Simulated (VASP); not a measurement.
# SiC: relaxation of cell and atoms with PBE

SiC:

```
CELL_PARAMETERS angstrom
5.09220 0.00000 0.00000
0.00000 5.09220 0.00000
0.00000 0.00000 3.00755
ATOMIC_POSITIONS crystal
Si 0.68236 0.68236 0.00000
Si 0.81764 0.18236 0.50000
Si 0.31764 0.31764 0.00000
Si 0.18236 0.81764 0.50000
C 0.81764 0.81764 0.50000
C 0.68236 0.31764 0.00000
C 0.18236 0.18236 0.50000
C 0.31764 0.68236 0.00000
```

The cell was generated, and may not be a known phase.

| Quantity | Value |
| --- | --- |
| Program | VASP 6.6.1 |
| Task | relaxation of cell and atoms |
| Functional | PBE |
| Potentials or basis | VASP PAW PBE potentials, release 64 (Si, C) |
| Cutoff | 600 eV |
| k mesh | 4 × 4 × 6 |
| Occupations | gaussian, width 0.1 eV |
| Spin | no spin polarisation |
| Dipole correction | no |
| Further INCAR settings | ALGO = Normal; EDIFF = 1e-07; IBRION = 2; EDIFFG = -0.04; NSW = 90; ISIF = 3 |

```yaml
Relaxed_volume: 10.95 Å³/atom
Relaxed_cell: a = 5.323 Å, b = 5.323 Å, c = 3.091 Å, α = 90.00°, β = 90.00°, γ = 90.00°
Space_group_after_relaxing_to_0.1_Å: P4_2/mnm (No. 136)
Energy_gained_by_relaxing: 110.2 meV/atom
Ionic_steps: 9
Pressure_after_relaxing: 0.0 GPa
Largest_force_after_relaxing: 0.028 eV/Å
Band_gap_on_the_k_mesh: 2.17 eV (least direct gap 2.89 eV)
```

Forces in eV/Å, atoms in the order of the input:
```
Si  -0.002 -0.002  0.000
Si   0.002 -0.002  0.000
Si   0.002  0.002  0.000
Si  -0.002  0.002  0.000
C   -0.020 -0.020  0.000
C    0.020 -0.020  0.000
C    0.020  0.020  0.000
C   -0.020  0.020  0.000
```

Stress tensor (GPa, compression positive):
```
-0.05  0.00  0.00
 0.00 -0.05  0.00
 0.00  0.00  0.09
```

Step by step:
```tsv
step	energy change (eV)	largest force (eV/Å)	pressure (GPa)	volume (Å³)
1	0.0000	0.9264	28.58	77.99
2	-0.0533	0.0929	-19.67	99.31
3	-0.8365	0.4093	-1.16	87.98
4	-0.8369	0.4171	-0.68	87.76
5	-0.8780	0.1976	-0.36	87.77
6	-0.8780	0.1989	-0.36	87.77
7	-0.8786	0.1976	0.33	87.49
8	-0.8812	0.0675	-0.01	87.62
9	-0.8818	0.0277	0.00	87.59
```

Final structure:
```
CELL_PARAMETERS angstrom
5.32309 0.00000 0.00000
0.00000 5.32309 0.00000
0.00000 0.00000 3.09133
ATOMIC_POSITIONS crystal
Si 0.67569 0.67569 0.00000
Si 0.82431 0.17569 0.50000
Si 0.32431 0.32431 0.00000
Si 0.17569 0.82431 0.50000
C 0.81560 0.81560 0.50000
C 0.68440 0.31560 0.00000
C 0.18440 0.18440 0.50000
C 0.31560 0.68440 0.00000
```

Levels at points of the mesh, in eV from the valence-band top:
```tsv
k point	band 12	band 13	band 14	band 15	band 16	band 17	band 18	band 19	band 20	band 21
(0.00, 0.00, 0.00)	-1.37	-0.39	-0.07	0.00	0.00	2.89	4.52	5.32	5.32	5.63
(0.50, 0.00, 0.00)	-2.51	-1.08	-1.08	-0.86	-0.86	4.07	4.07	5.07	5.07	6.22
(0.50, 0.50, 0.00)	-2.04	-1.87	-1.87	-1.55	-1.55	4.48	4.48	4.56	4.56	5.46
(0.00, 0.00, 0.50)	-3.60	-2.80	-2.80	-2.70	-2.70	3.05	3.05	6.41	6.41	7.02
(0.50, 0.00, 0.50)	-3.74	-2.42	-2.42	-1.29	-1.29	3.30	3.30	5.18	5.18	5.38
(0.50, 0.50, 0.50)	-2.35	-1.95	-1.95	-1.65	-1.65	3.00	3.00	3.49	3.49	5.05
```

Wall time 6.4 min on 1 thread of Intel Xeon 8259CL, with other jobs on the host, peak memory 0.21 GiB.

A k mesh can miss the band edges.
